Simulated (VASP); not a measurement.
# ZnCd5Te6 (P-4m2) in VASP: a series of runs, part 2 of 2

VASP 6.6.1. The steps go on from the part before.

### 4 Relaxation of cell and atoms, PBE

File INCAR:

```
SYSTEM = ZnCd5Te6
PREC = Accurate
ENCUT = 500
EDIFF = 1E-7
ISMEAR = 0
SIGMA = 0.1
LREAL = .FALSE.
LASPH = .TRUE.
NELM = 120
ALGO = Normal
ISIF = 3
LWAVE = .FALSE.
LCHARG = .FALSE.
GGA = PE
IBRION = 2
NSW = 90
EDIFFG = -0.04
GGA_COMPAT = .FALSE.
NELMIN = 4
```

File KPOINTS:

```
Automatic mesh
0
G
  4 4 1
  0 0 0
```

File POSCAR:

```
ZnCd5Te6
1.0
    4.3200312500      0.0000000000      0.0000000000
    0.0000000000      4.3200312500      0.0000000000
    0.0000000000      0.0000000000     18.3283403300
Zn Cd Te
1 5 6
Direct
    0.5000000000      0.5000000000      0.0000000000
    0.0000000000      0.0000000000      0.8333333300
    0.0000000000      0.0000000000      0.1666666700
    0.5000000000      0.5000000000      0.3333333300
    0.0000000000      0.0000000000      0.5000000000
    0.5000000000      0.5000000000      0.6666666700
    0.5000000000      0.0000000000      0.0833333300
    0.0000000000      0.5000000000      0.2500000000
    0.5000000000      0.0000000000      0.4166666700
    0.0000000000      0.5000000000      0.5833333300
    0.5000000000      0.0000000000      0.7500000000
    0.0000000000      0.5000000000      0.9166666700
```

Potentials or basis: VASP PAW PBE potentials, release 64 (Zn, Cd, Te).

Run with:

```
> cat potpaw_PBE.64/Zn/POTCAR potpaw_PBE.64/Cd/POTCAR potpaw_PBE.64/Te/POTCAR > POTCAR
> mpirun -np 1 vasp_std > vasp.out
```

OUTCAR:

```text
SYSTEM = ZnCd5Te6
   PREC = Accurate
   ENCUT = 500
   EDIFF = 1E-7
   ISMEAR = 0
   LREAL = .FALSE.
   LASPH = .TRUE.
   NELM = 120
   ISIF = 3
   GGA = PE
   IBRION = 2
   NSW = 90
   EDIFFG = -0.04
   NELMIN = 4

 ion  position               nearest neighbor table
   1  0.500  0.500  0.000-   7 2.65  12 2.65   7 2.65  12 2.65
   2  0.000  0.000  0.833-  11 2.65  11 2.65  12 2.65  12 2.65
   3  0.000  0.000  0.167-   8 2.65   8 2.65   7 2.65   7 2.65
   4  0.500  0.500  0.333-   8 2.65   8 2.65   9 2.65   9 2.65
   5  0.000  0.000  0.500-   9 2.65  10 2.65  10 2.65   9 2.65
   6  0.500  0.500  0.667-  11 2.65  11 2.65  10 2.65  10 2.65
   7  0.500  0.000  0.083-   1 2.65   1 2.65   3 2.65   3 2.65
   8  0.000  0.500  0.250-   3 2.65   4 2.65   3 2.65   4 2.65
   9  0.500  0.000  0.417-   5 2.65   5 2.65   4 2.65   4 2.65
  10  0.000  0.500  0.583-   5 2.65   5 2.65   6 2.65   6 2.65
  11  0.500  0.000  0.750-   2 2.65   6 2.65   6 2.65   2 2.65
  12  0.000  0.500  0.917-   1 2.65   1 2.65   2 2.65   2 2.65

  LATTYP: Found a simple tetragonal cell.
 ALAT       =     4.3200312500
 C/A-ratio  =     4.2426406823

  Lattice vectors:

 A1 = (   4.3200312500,   0.0000000000,   0.0000000000)
 A2 = (   0.0000000000,   4.3200312500,   0.0000000000)
 A3 = (   0.0000000000,   0.0000000000,  18.3283403300)

Analysis of symmetry for initial positions (statically):
=====================================================================
 Subroutine PRICEL returns:
 Original cell was already a primitive cell.

 Routine SETGRP: Setting up the symmetry group for a
 simple tetragonal supercell.

 Subroutine GETGRP returns: Found  8 space group operations
 (whereof  8 operations were pure point group operations)
 out of a pool of 16 trial point group operations.

The static configuration has the point symmetry D_2d.

Analysis of symmetry for dynamics (positions and initial velocities):
=====================================================================
 Subroutine PRICEL returns:
 Original cell was already a primitive cell.

 Routine SETGRP: Setting up the symmetry group for a
 simple tetragonal supercell.

 Subroutine GETGRP returns: Found  8 space group operations
[... 129 lines left out ...]
   GGA     = PE    functional components
   LHFCALC =     F    Hartree Fock is set to
   AEXX    =    0.0000 exact exchange contribution
   IVDW    =     0    specifies the selected vdW correction
   LEPSILON=     F    determine dielectric tensor
   LRPA    =     F    only Hartree local field effects (RPA)
 conjugate gradient relaxation of ions
 non-spin polarized calculation
 Gauss-broadening in eV      SIGMA  =   0.10
  energy-cutoff  :      500.00
  volume of cell :      342.06
 maximum number of plane-waves:      8720
 NGX is ok and might be reduce to    32
   NGX = 15   NGY = 15   NGZ = 67

--------------------------------------- Ionic step        1  -------------------------------------------

 number of electron     107.9999989 magnetization

 Free energy of the ion-electron system (eV)
  ---------------------------------------------------
  ext. energy  EPLUGINS =         0.00000000
  ---------------------------------------------------
  free energy    TOTEN  =       -26.12250219 eV

  energy without entropy =      -26.12250219  energy(sigma->0) =      -26.12250219

------------------------ aborting loop because EDIFF is reached ----------------------------------------

  FORCE on cell =-STRESS in cart. coord.  units (eV):
  Direction    XX          YY          ZZ          XY          YZ          ZX
  --------------------------------------------------------------------------------------
  -------------------------------------------------------------------------------------
  Total       28.2075459     28.2075459     27.3272890      0.0000000      0.0000000      0.0000000
  in kB      132.1231652    132.1231652    128.0000723      0.0000000      0.0000000      0.0000000
  external PRESSURE =     130.7488009 kB  Pullay stress =       0.0000000 kB
[... 119 lines left out ...]
  FREE ENERGIE OF THE ION-ELECTRON SYSTEM (eV)
  ---------------------------------------------------
  free  energy   TOTEN  =       -28.9062969882 eV

  energy  without entropy=      -28.9062956024  energy(sigma->0) =      -28.90629630

[... ionic steps 4 to 12 ...]

--------------------------------------- Ionic step       13  -------------------------------------------

 number of electron     107.9999901 magnetization

------------------------ aborting loop because EDIFF is reached ----------------------------------------
[... 87 lines left out ...]
--------------------------------------- Ionic step       15  -------------------------------------------

 number of electron     107.9999943 magnetization

 Free energy of the ion-electron system (eV)
  ---------------------------------------------------
  ext. energy  EPLUGINS =         0.00000000
  ---------------------------------------------------
  free energy    TOTEN  =       -29.01279194 eV

  energy without entropy =      -29.01279120  energy(sigma->0) =      -29.01279157

 E-fermi :   2.2899     XC(G=0):  -8.3833

 val. band max:        1.9748034172   @ k =   0.0000   0.0000   0.0000
 cond. band min:       2.5929368866   @ k =   0.0000   0.0000   0.0000
 fundamental gap:      0.6181334694
 Fermi energy:         2.2899493370

 k-point     1 :       0.0000    0.0000    0.0000
  band No.  band energies     occupation
      1      -9.0427      2.00000
      2      -8.8453      2.00000
      3      -8.7840      2.00000
      4      -8.5915      2.00000
      5      -8.5293      2.00000
      6      -8.3974      2.00000
[... 430 lines left out ...]
  FREE ENERGIE OF THE ION-ELECTRON SYSTEM (eV)
  ---------------------------------------------------
  free  energy   TOTEN  =       -29.0127919426 eV

  energy  without entropy=      -29.0127912001  energy(sigma->0) =      -29.01279157

 reached required accuracy - stopping structural energy minimisation
```

OSZICAR:

```text
N       E                     dE             d eps       ncg     rms          rms(c)
DAV:   1     0.801385459986E+03    0.80139E+03   -0.47602E+04   768   0.152E+03
DAV:   2     0.417123136514E+02   -0.75967E+03   -0.73502E+03   784   0.375E+02
DAV:   3    -0.254230788752E+02   -0.67135E+02   -0.65945E+02   864   0.110E+02
[... 180 lines left out ...]
DAV:   5    -0.290127901595E+02    0.51657E-05   -0.40149E-05   896   0.308E-02    0.143E-02
DAV:   6    -0.290127915226E+02   -0.13632E-05   -0.74625E-06   848   0.133E-02    0.978E-03
DAV:   7    -0.290127916714E+02   -0.14876E-06   -0.43824E-07   712   0.345E-03    0.531E-03
DAV:   8    -0.290127919777E+02   -0.30632E-06   -0.23695E-07   648   0.205E-03    0.991E-04
DAV:   9    -0.290127919426E+02    0.35139E-07   -0.19537E-08   520   0.792E-04
  15 F= -.29012792E+02 E0= -.29012792E+02  d E =-.340486E-02
```

CONTCAR:

```text
ZnCd5Te6
   1.00000000000000
     4.6362873649335672    0.0000000000000000   -0.0000000000000000
     0.0000000000000000    4.6362873649335672   -0.0000000000000000
    -0.0000000000000000   -0.0000000000000000   19.5643623209479181
  Zn              Cd              Te
     1     5     6
Direct
     0.5000000000000000    0.5000000000000000    0.0000000000000000
     0.0000000000000000    1.0000000000000000    0.8415728561429316
     0.0000000000000000    0.0000000000000000    0.1584271438570682
     0.5000000000000000    0.5000000000000000    0.3291521606935046
     0.0000000000000000    0.0000000000000000    0.5000000000000000
     0.5000000000000000    0.5000000000000000    0.6708478393064951
     0.5000000000000000    0.0000000000000000    0.0726072462788144
     0.0000000000000000    0.5000000000000000    0.2436397260458100
     0.5000000000000000    1.0000000000000000    0.4148135357479112
     0.0000000000000000    0.5000000000000000    0.5851864642520890
     0.5000000000000000    1.0000000000000000    0.7563602739541899
     0.0000000000000000    0.5000000000000000    0.9273927537211857

  0.00000000E+00  0.00000000E+00  0.00000000E+00
  0.00000000E+00  0.00000000E+00  0.00000000E+00
  0.00000000E+00  0.00000000E+00  0.00000000E+00
  0.00000000E+00  0.00000000E+00  0.00000000E+00
  0.00000000E+00  0.00000000E+00  0.00000000E+00
  0.00000000E+00  0.00000000E+00  0.00000000E+00
  0.00000000E+00  0.00000000E+00  0.00000000E+00
  0.00000000E+00  0.00000000E+00  0.00000000E+00
  0.00000000E+00  0.00000000E+00  0.00000000E+00
  0.00000000E+00  0.00000000E+00  0.00000000E+00
  0.00000000E+00  0.00000000E+00  0.00000000E+00
  0.00000000E+00  0.00000000E+00  0.00000000E+00
```

It took 39 min on 1 thread of Oxide Virtual Turin-like, shared host; peak memory 0.43 GiB.

What came out:

```yaml
Free_energy: -29.0128 eV
Relaxed_volume: 35.04 Å³/atom
Relaxed_cell: a = 4.636 Å, b = 4.636 Å, c = 19.564 Å, α = 90.00°, β = 90.00°, γ = 90.00°
Space_group_after_relaxing_to_0.1_Å: P-4m2 (No. 115)
Energy_gained_by_relaxing: 240.9 meV/atom
Ionic_steps: 15
Pressure_after_relaxing: 0.0 GPa
Largest_force_after_relaxing: 0.033 eV/Å
Band_gap_on_the_k_mesh: 0.62 eV
```

Forces on the atoms (eV/Å):
```
Zn   0.000  0.000  0.000
Cd   0.000  0.000  0.011
Cd   0.000  0.000 -0.011
Cd   0.000  0.000  0.008
Cd   0.000  0.000  0.000
Cd   0.000  0.000 -0.008
Te   0.000  0.000  0.016
Te   0.000  0.000  0.018
Te   0.000  0.000 -0.033
Te   0.000  0.000  0.033
Te   0.000  0.000 -0.018
Te   0.000  0.000 -0.016
```

Step by step:
| step | energy change (eV) | largest force (eV/Å) | pressure (GPa) | volume (Å³) |
| --- | --- | --- | --- | --- |
| 1 | 0.0000 | 1.4776 | 13.07 | 342.06 |
| 2 | -2.2710 | 0.2165 | -3.17 | 470.62 |
| 3 | -2.7838 | 0.4827 | -0.01 | 422.56 |
| 4 | -2.7837 | 0.4704 | -0.17 | 424.29 |
| 5 | -2.8055 | 0.3651 | -0.14 | 423.66 |
| 6 | -2.8432 | 0.2362 | -0.02 | 421.78 |
| 7 | -2.8463 | 0.2548 | 0.03 | 421.04 |
| 8 | -2.8594 | 0.1535 | -0.01 | 421.30 |
| 9 | -2.8717 | 0.1472 | -0.08 | 421.96 |
| 10 | -2.8801 | 0.1181 | 0.15 | 419.29 |
| 11 | -2.8808 | 0.1153 | 0.24 | 418.23 |
| 12 | -2.8866 | 0.0812 | -0.01 | 420.90 |
| 13 | -2.8869 | 0.0826 | -0.09 | 421.79 |
| 14 | -2.8893 | 0.0586 | -0.04 | 421.19 |
| 15 | -2.8903 | 0.0328 | 0.02 | 420.54 |

Final structure:
```
Zn Cd Te
1.0
     4.63629    0.00000    0.00000
     0.00000    4.63629    0.00000
     0.00000    0.00000   19.56436
Zn Cd Te
1 5 6
Direct
  0.50000 0.50000 0.00000
  0.00000 0.00000 0.84157
  0.00000 0.00000 0.15843
  0.50000 0.50000 0.32915
  0.00000 0.00000 0.50000
  0.50000 0.50000 0.67085
  0.50000 0.00000 0.07261
  0.00000 0.50000 0.24364
  0.50000 0.00000 0.41481
  0.00000 0.50000 0.58519
  0.50000 0.00000 0.75636
  0.00000 0.50000 0.92739
```

Levels at points of the mesh, in eV from the valence-band top:
```tsv
k point	band 50	band 51	band 52	band 53	band 54	band 55	band 56	band 57	band 58	band 59
(0.00, 0.00, 0.00)	-0.51	-0.51	-0.02	0.00	0.00	0.62	2.07	2.31	2.50	2.66
(0.50, 0.00, 0.00)	-0.73	-0.68	-0.68	-0.67	-0.66	1.90	2.10	2.12	2.14	2.90
(0.50, 0.50, 0.00)	-1.92	-1.72	-1.71	-1.71	-1.67	2.55	2.67	2.70	2.70	3.51
```

Caveat: the volume moved by over 15 % at a fixed basis, so the end points are rough; semilocal functionals underestimate gaps, and a narrow one can read as zero; spin-orbit coupling is left out, which moves the levels of the heavy elements.

### 5 The runs side by side

```csv
task,cell,gap on the mesh (eV),pressure (GPa),largest force (eV/Å)
single point,"a = 4.320, b = 4.320, c = 18.328 Å, 12 atoms, atomic positions A",1.29,13.1,1.48
single point,"a = 4.639, b = 4.639, c = 19.560 Å, 12 atoms, atomic positions B",0.62,0.1,0.01
relaxation of cell and atoms,"relaxed from a = 4.320, b = 4.320, c = 18.328 Å, 12 atoms, atomic positions A",0.62,0.0,0.03
```

Alike in all rows: level PBE; potentials or basis VASP PAW PBE potentials, release 64 (Zn, Cd, Te); no spin polarisation; k mesh 4 × 4 × 1; cutoff (eV) 500; smearing gaussian 0.1 eV.

Caveats: spin-orbit coupling is left out, which moves the levels of the heavy elements; semilocal functionals underestimate gaps, and a narrow one can read as zero (at least some runs); the cell stands under pressure (at least some runs); forces of over 1 eV/Å act on the atoms, so gaps and moduli don't describe the material at rest (at least some runs); the volume moved by over 15 % at a fixed basis, so the end points are rough (at least some runs).

Absolute energies hang on the potentials; compare differences alone.
